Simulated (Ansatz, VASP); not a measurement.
## AlCu3: VASP beside Ansatz

File INCAR:

```
  ALGO = Normal
  EDIFF = 1E-6
  ENCUT = 520
  GGA = PS
  ISIF = 2
  ISMEAR = 0
  LASPH = T
  LCHARG = F
  LREAL = F
  LWAVE = F
  NBANDS = 46
  NELM = 60
  PREC = Accurate
  SIGMA = 0.1
```

The input KPOINTS:

```
k-points
0
Gamma
  6 6 4
```

The input POSCAR:

```
AlCu3
1.0
    5.1379173640      0.0000000000      0.0000000000
   -2.5689586820      4.4495669597      0.0000000000
    0.0000000000      0.0000000000      4.2061400600
Al Cu
2 6
Direct
    0.6666666700      0.3333333300      0.2500000000
    0.3333333300      0.6666666700      0.7500000000
    0.3310647100      0.1655323600      0.7500000000
    0.8344676400      0.1655323600      0.7500000000
    0.8344676400      0.6689352900      0.7500000000
    0.6689352900      0.8344676400      0.2500000000
    0.1655323600      0.8344676400      0.2500000000
    0.1655323600      0.3310647100      0.2500000000
```

Input for Ansatz:

```yaml
crystal:
  lattice:
    - [5.137917364, 0.0, 0.0]
    - [-2.568958682, 4.4495669597, 0.0]
    - [0.0, 0.0, 4.20614006]
  atoms:
    - { symbol: Al, position: [0.66666667, 0.33333333, 0.25] }
    - { symbol: Al, position: [0.33333333, 0.66666667, 0.75] }
    - { symbol: Cu, position: [0.33106471, 0.16553236, 0.75] }
    - { symbol: Cu, position: [0.83446764, 0.16553236, 0.75] }
    - { symbol: Cu, position: [0.83446764, 0.66893529, 0.75] }
    - { symbol: Cu, position: [0.66893529, 0.83446764, 0.25] }
    - { symbol: Cu, position: [0.16553236, 0.83446764, 0.25] }
    - { symbol: Cu, position: [0.16553236, 0.33106471, 0.25] }
basis:
  ecutwfc: 420
kpoints:
  mp_grid: { grid: [6, 6, 4] }
hamiltonian:
  xc: pbesol
scf:
  occupations: { method: gaussian, width: 0.1 }
output:
  forces: true
  stress: true
  eigenvalues: true
```

Alike in both runs: task single point; functional PBEsol; k mesh 6 × 6 × 4; occupations gaussian, width 0.1 eV; no spin polarisation.

```csv
,VASP,Ansatz
version,VASP 6.6.1,Ansatz 0.2.0
potentials or method,"VASP PAW PBE potentials, release 64 (Al, Cu), cutoff 520 eV","scalar-relativistic, plane waves, PAW"
valence electrons in the cell,72,120
```

|  | VASP | Ansatz | Ansatz less VASP |
| --- | --- | --- | --- |
| gap on the k mesh at the Fermi level (eV) | none | none | - |
| pressure (GPa) | 0.0 | -0.5 | -0.49 |
| traceless stress, the component that is largest in VASP (GPa) | -1.23 | -1.28 | -0.051 |
| rms of the force components (eV/Å) | 0.005 | 0.005 | -0.0001 |

VASP's potentials were made for PBE, not for PBEsol. Atom by atom the forces differ by 0.000 eV/Å (rms over components). A gap of «none» marks a metal or a gap that the smearing closes. The functional is the same, so the differences come from potentials, cutoffs and numerics. VASP's potentials hold 72 valence electrons a cell and Ansatz's 120, so a difference there can come from the potentials and not from the codes.

The k mesh is coarse, so the values compare programs but aren't converged.
